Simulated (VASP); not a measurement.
# Ti (Fm-3m) in VASP: single point with PBE

Aim: the single point of Ti with PBE.

All numbers are computed with VASP 6.6.1; they aren't measurements. Logs are shortened: lines on timing, memory, paths and dates and some standing lists are left out, and cuts for length are marked.

### 1 The cell of the first run

The structure is cubic, space group Fm-3m (No. 225). Conventional cell: a = 4.238 Å, b = 4.238 Å, c = 4.238 Å, α = 90.00°, β = 90.00°, γ = 90.00°. Ti (site symmetry m-3m) has 12 Ti at 3.00 Å within 3.9 Å.

### 2 Single point, PBE

INCAR reads:

```
ALGO = Normal ; EDIFF = 1E-7
ENCUT = 520 ; GGA = PE
ISIF = 2 ; ISMEAR = -1
LASPH = T ; LCHARG = F
LREAL = F ; LWAVE = F
NBANDS = 12 ; NELM = 60
PREC = Accurate ; SIGMA = 0.1
```

KPOINTS reads:

```
k-points
0
Gamma
  12 12 12
```

POSCAR reads:

```
Ti
1.0
    0.0000000000      2.1190000000      2.1190000000
    2.1190000000      0.0000000000      2.1190000000
    2.1190000000      2.1190000000      0.0000000000
Ti
1
Direct
    0.0000000000      0.0000000000      0.0000000000
```

Potentials or basis: VASP PAW PBE potentials, release 64 (Ti_sv).

On the command line:

```bash
$ cat potpaw_PBE.64/Ti_sv/POTCAR > POTCAR
$ mpirun -np 1 vasp_std > vasp.out
```

OUTCAR:

```text
EDIFF = 1E-7
   ENCUT = 520
   GGA = PE
   ISIF = 2
   ISMEAR = -1
   LASPH = T
   LREAL = F
   NELM = 60
   PREC = Accurate

 ion  position               nearest neighbor table
   1  0.000  0.000  0.000-

  LATTYP: Found a face centered cubic cell.
 ALAT       =     4.2380000000

  Lattice vectors:

 A1 = (   0.0000000000,   2.1190000000,   2.1190000000)
 A2 = (   2.1190000000,   0.0000000000,   2.1190000000)
 A3 = (   2.1190000000,   2.1190000000,   0.0000000000)

Analysis of symmetry for initial positions (statically):
=====================================================================
 Subroutine PRICEL returns:
 Original cell was already a primitive cell.

 Routine SETGRP: Setting up the symmetry group for a
 face centered cubic supercell.

 Subroutine GETGRP returns: Found 48 space group operations
 (whereof 48 operations were pure point group operations)
 out of a pool of 48 trial point group operations.

The static configuration has the point symmetry O_h .

Analysis of symmetry for dynamics (positions and initial velocities):
=====================================================================
 Subroutine PRICEL returns:
 Original cell was already a primitive cell.

 Routine SETGRP: Setting up the symmetry group for a
 face centered cubic supercell.

 Subroutine GETGRP returns: Found 48 space group operations
 (whereof 48 operations were pure point group operations)
 out of a pool of 48 trial point group operations.

The dynamic configuration has the point symmetry O_h .

 Subroutine INISYM returns: Found 48 space group operations
 (whereof 48 operations are pure point group operations),
 and found     1 'primitive' translations

----------------------------------------------------------------------------------------

                                     Primitive cell

  volume of cell :      19.0293

  direct lattice vectors                    reciprocal lattice vectors
     0.000000000  2.119000000  2.119000000    -0.235960359  0.235960359  0.235960359
     2.119000000  0.000000000  2.119000000     0.235960359 -0.235960359  0.235960359
     2.119000000  2.119000000  0.000000000     0.235960359  0.235960359 -0.235960359

  length of vectors
     2.996718539  2.996718539  2.996718539     0.408695330  0.408695330  0.408695330

  position of ions in fractional coordinates (direct lattice)
     0.000000000  0.000000000  0.000000000

  ion indices of the primitive-cell ions
   primitive index   ion index
                 1           1

----------------------------------------------------------------------------------------

 KPOINTS: k-points

Automatic generation of k-mesh.
 Grid dimensions read from file:
 generate k-points for:   12   12   12

 Generating k-lattice:

  Cartesian coordinates                     Fractional coordinates (reciprocal lattice)
    -0.019663363  0.019663363  0.019663363     0.083333333  0.000000000  0.000000000
     0.019663363 -0.019663363  0.019663363     0.000000000  0.083333333  0.000000000
     0.019663363  0.019663363 -0.019663363     0.000000000  0.000000000  0.083333333

  Length of vectors
     0.034057944  0.034057944  0.034057944

  Shift w.r.t. Gamma in fractional coordinates (k-lattice)
     0.000000000  0.000000000  0.000000000

 Subroutine IBZKPT returns following result:
 ===========================================

 Found     72 irreducible k-points:

 Following reciprocal coordinates:
            Coordinates               Weight
  0.000000  0.000000  0.000000      1.000000
  0.083333  0.000000  0.000000      8.000000
  0.166667  0.000000  0.000000      8.000000
  0.250000  0.000000  0.000000      8.000000
  0.333333  0.000000  0.000000      8.000000
  0.416667  0.000000  0.000000      8.000000
[... 16 lines left out ...]
  0.500000  0.166667  0.000000     24.000000
 -0.416667  0.166667  0.000000     24.000000
 [... further k-points ...]
   k-points           NKPTS =     72   k-points in BZ     NKDIM =     72   number of bands    NBANDS=     12
   number of dos      NEDOS =    301   number of ions     NIONS =      1
   total plane-waves  NPLWV =  13824
   dimension x,y,z NGX =    24 NGY =   24 NGZ =   24
   dimension x,y,z NGXF=    48 NGYF=   48 NGZF=   48
   ions per type =               1
   NGX,Y,Z   is equivalent  to a cutoff of  13.31, 13.31, 13.31 a.u.
   NGXF,Y,Z  is equivalent  to a cutoff of  26.63, 26.63, 26.63 a.u.
 SYSTEM =  unknown system
   PREC   = accura    normal or accurate (medium, high low for compatibility)
   ISTART =      0    job   : 0-new  1-cont  2-samecut
   ICHARG =      2    charge: 1-file 2-atom 10-const
   ISPIN  =      1    spin polarized calculation?
   LNONCOLLINEAR =      F non collinear calculations
   LSORBIT =      F    spin-orbit coupling
   LASPH  =      T    aspherical Exc in radial PAW
   ENCUT  =  520.0 eV  38.22 Ry    6.18 a.u.   5.57  5.57  5.57*2*pi/ulx,y,z
   NELM   =     60;   NELMIN=  2; NELMDL= -5     # of ELM steps
   EDIFF  = 0.1E-06   stopping-criterion for ELM
   LREAL  =      F    real-space projection
   EDIFFG = 0.1E-05   stopping-criterion for IOM
   NSW    =      0    number of steps for IOM
   IBRION =     -1    ionic relax: 0-MD 1-quasi-New 2-CG
   NFREE  =      0    steps in history (QN), initial steepest desc. (CG)
   ISIF   =      2    stress and relaxation
   ISYM   =      2    0-nonsym 1-usesym 2-fastsym
   POTIM  = 0.5000    time-step for ionic-motion
   TEBEG  =    0.0;   TEEND  =   0.0 temperature during run
   PSTRESS=    0.0 pullay stress
   NELECT =      12.0000    total number of electrons
   NUPDOWN=      -1.0000    fix difference up-down
   EMIN   =  10.00;   EMAX   =-10.00  energy-range for DOS
   EFERMI =   0.00;   METHOD = LEGACY
   ISMEAR =    -1;   SIGMA  =   0.10  broadening in eV -4-tet -1-fermi 0-gaus
   EFERMI_NEDOS =   21; number of points for ismear=-14 and -15
   IALGO  =     38    algorithm
   IMIX   =      4    mixing-type and parameters
     AMIX     =   0.40;   BMIX     =  1.00
     AMIX_MAG =   1.60;   BMIX_MAG =  1.00
  volume/ion in A,a.u.               =      19.03       128.42
  Fermi-wavevector in a.u.,A,eV,Ry     =   1.403872  2.652934 26.815146  1.970858
  Thomas-Fermi vector in A             =   2.526491
   LORBIT       =      0    0 simple, 1 ext, 2 COOP (PROOUT), +10 PAW based schemes
   GGA     = PE    functional components
   LHFCALC =     F    Hartree Fock is set to
   AEXX    =    0.0000 exact exchange contribution
   IVDW    =     0    specifies the selected vdW correction
   LEPSILON=     F    determine dielectric tensor
   LRPA    =     F    only Hartree local field effects (RPA)
 non-spin polarized calculation
  energy-cutoff  :      520.00
  volume of cell :       19.03
 maximum number of plane-waves:       532
 NGX is ok and might be reduce to    24
   NGX = 11   NGY = 11   NGZ = 11

 number of electron      12.0000002 magnetization

 Free energy of the ion-electron system (eV)
  ---------------------------------------------------
  ext. energy  EPLUGINS =         0.00000000
  ---------------------------------------------------
  free energy    TOTEN  =        -7.76171843 eV

  energy without entropy =       -7.69848453  energy(sigma->0) =       -7.73010148

 E-fermi :   7.2902     XC(G=0): -11.0755

 val. band max:        7.2830001007   @ k =  -0.3333   0.4167   0.1667
 cond. band min:       7.3138142413   @ k =  -0.3333   0.3333   0.0833
 fundamental gap:      0.0308141406
 Fermi energy:         7.2902351851

 k-point     1 :       0.0000    0.0000    0.0000
  band No.  band energies     occupation
      1     -49.5816      2.00000
      2     -25.5311      2.00000
      3     -25.5311      2.00000
      4     -25.5311      2.00000
      5       1.4197      2.00000
      6       8.1018      0.00060
      7       8.1018      0.00060
      8       8.1018      0.00060
      9       9.5399      0.00000
     10       9.5399      0.00000
     11      22.0260      0.00000
     12      26.0595      0.00000

 k-point     2 :       0.0833    0.0000    0.0000
  band No.  band energies     occupation
      1     -49.5760      2.00000
      2     -25.5650      2.00000
      3     -25.5355      2.00000
      4     -25.5355      2.00000
      5       1.6255      2.00000
      6       7.9828      0.00196
      7       8.1715      0.00030
      8       8.1715      0.00030
      9       9.4980      0.00000
     10       9.4980      0.00000
     11      22.1213      0.00000
     12      24.5437      0.00000

 k-point     3 :       0.1667    0.0000    0.0000
  band No.  band energies     occupation
      1     -49.5609      2.00000
      2     -25.6569      2.00000
      3     -25.5474      2.00000
      4     -25.5474      2.00000
      5       2.2149      2.00000
      6       7.6902      0.03598
      7       8.3116      0.00007
      8       8.3116      0.00007
      9       9.4529      0.00000
     10       9.4529      0.00000
     11      21.4334      0.00000
     12      23.0399      0.00000
[... 286 lines left out ...]
 k-point    23 :       0.5000    0.1667    0.0000
  band No.  band energies     occupation
      1     -49.4915      2.00000
      2     -25.9724      2.00000
      3     -25.6686      2.00000
      4     -25.6236      2.00000
      5       5.3733      2.00000
      6       6.8218      1.98170
      7       7.7415      0.02170
      8       8.5106      0.00001
      9      10.5078      0.00000
     10      11.3066      0.00000
     11      14.8545      0.00000
     12      20.7057      0.00000

 k-point    24 :      -0.4167    0.1667    0.0000
  band No.  band energies     occupation
      1     -49.4901      2.00000
      2     -25.9767      2.00000
      3     -25.6847      2.00000
      4     -25.6137      2.00000
      5       5.4665      2.00000
      6       6.9240      1.94995
      7       7.7193      0.02703
      8       8.4532      0.00002
      9      10.2806      0.00000
     10      11.6411      0.00000
     11      14.5940      0.00000
     12      20.2460      0.00000

 [... further k-points ...]

------------------------ aborting loop because EDIFF is reached ----------------------------------------

  FORCE on cell =-STRESS in cart. coord.  units (eV):
  Direction    XX          YY          ZZ          XY          YZ          ZX
  --------------------------------------------------------------------------------------
  -------------------------------------------------------------------------------------
  Total       -0.9739196     -0.9739196     -0.9739196     -0.0000000     -0.0000000      0.0000000
  in kB      -81.9994238    -81.9994238    -81.9994238     -0.0000000     -0.0000000      0.0000000
  external PRESSURE =     -81.9994238 kB  Pullay stress =       0.0000000 kB

 VOLUME and BASIS-vectors are now :
 -----------------------------------------------------------------------------
  energy-cutoff  :      520.00
  volume of cell :       19.03
      direct lattice vectors                 reciprocal lattice vectors
     0.000000000  2.119000000  2.119000000    -0.235960359  0.235960359  0.235960359
     2.119000000  0.000000000  2.119000000     0.235960359 -0.235960359  0.235960359
     2.119000000  2.119000000  0.000000000     0.235960359  0.235960359 -0.235960359

 POSITION                                       TOTAL-FORCE (eV/Angst)
 -----------------------------------------------------------------------------------
      0.00000      0.00000      0.00000        -0.000000      0.000000      0.000000
 -----------------------------------------------------------------------------------
    total drift:                                0.000000      0.000000     -0.000000

  FREE ENERGIE OF THE ION-ELECTRON SYSTEM (eV)
  ---------------------------------------------------
  free  energy   TOTEN  =        -7.7617184297 eV

  energy  without entropy=       -7.6984845311  energy(sigma->0) =       -7.73010148
```

Run time: 18 s. Hardware: 1 thread of Intel Xeon 8259CL, shared host; peak memory 0.14 GiB.

Results:

```yaml
Free_energy: -7.7617 eV
Pressure: -8.2 GPa
Band_gap_on_the_k_mesh: zero (band 6 reaches 8.10 eV, above the bottom of band 7 at 6.94 eV)
```
